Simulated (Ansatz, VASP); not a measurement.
## Two plane-wave programs on Ti12Si

```
Ti Si
1.0
     5.70996    0.00000    0.00000
    -2.85498    4.94497    0.00000
     0.00000    0.00000   21.59326
Ti Si
12 1
Direct
  0.33333 0.16667 0.18524
  0.33333 0.66667 0.18524
  0.83333 0.16667 0.18524
  0.83333 0.66667 0.18524
  0.16667 0.33333 0.28944
  0.16667 0.83333 0.28944
  0.66667 0.33333 0.28944
  0.66667 0.83333 0.28944
  0.00000 0.00000 0.39333
  0.00000 0.50000 0.39333
  0.50000 0.00000 0.39333
  0.50000 0.50000 0.39333
  0.00000 0.00000 0.49521
```

Alike in both runs: task single point; functional PBE; dispersion D3(BJ); k mesh 6 × 6 × 1; occupations gaussian, width 0.1 eV; no spin polarisation.

|  | VASP | Ansatz |
| --- | --- | --- |
| version | VASP 6.6.1 | Ansatz 0.2.0 |
| potentials or method | VASP PAW PBE potentials, release 64 (Ti_sv, Si), cutoff 520 eV | scalar-relativistic, plane waves, PAW |
| valence electrons in the cell | 148 | 148 |

|  | VASP | Ansatz | Ansatz less VASP |
| --- | --- | --- | --- |
| gap on the k mesh at the Fermi level (eV) | none | none | - |
| rms of the force components (eV/Å) | 0.651 | 0.651 | +0.0004 |
| work function, face that differs most (eV) | 4.67 | 4.68 | +0.007 |

Atom by atom the forces differ by 0.008 eV/Å (rms over components). A gap of «none» marks a metal or a gap that the smearing closes. Ansatz's warnings: vacuum below fermi.
